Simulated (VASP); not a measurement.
Input of a VASP 6.6.1 run:

File INCAR:

```
  PREC = Accurate
  ENCUT = 520
  EDIFF = 1E-7
  ISMEAR = -1
  SIGMA = 0.1
  LREAL = F
  LASPH = T
  NELM = 60
  ALGO = Normal
  ISIF = 2
  LWAVE = F
  LCHARG = F
  GGA = B5
  ALDAX = 1.0
  AGGAX = 1.0
  AGGAC = 1.0
  ALDAC = 0.0
  NBANDS = 8
```

File KPOINTS:

```
regular mesh
0
Gamma
  14 14 14
```

Contents of POSCAR:

```
As
1.0
   -1.7632464842      1.7632464842      1.7632464842
    1.7632464842     -1.7632464842      1.7632464842
    1.7632464842      1.7632464842     -1.7632464842
As
1
Direct
    0.0000000000      0.0000000000      0.0000000000
```

Potentials or basis: VASP PAW PBE potentials, release 64 (As).

Launch:

```bash
$ cat potpaw_PBE.64/As/POTCAR > POTCAR
$ mpirun -np 1 vasp_std > vasp.out
```

Problem. What does it give for the pressure?

Solution. -2.2 GPa.

Caveat: the PAW data sets were made with another functional, which shifts forces and pressure a little.
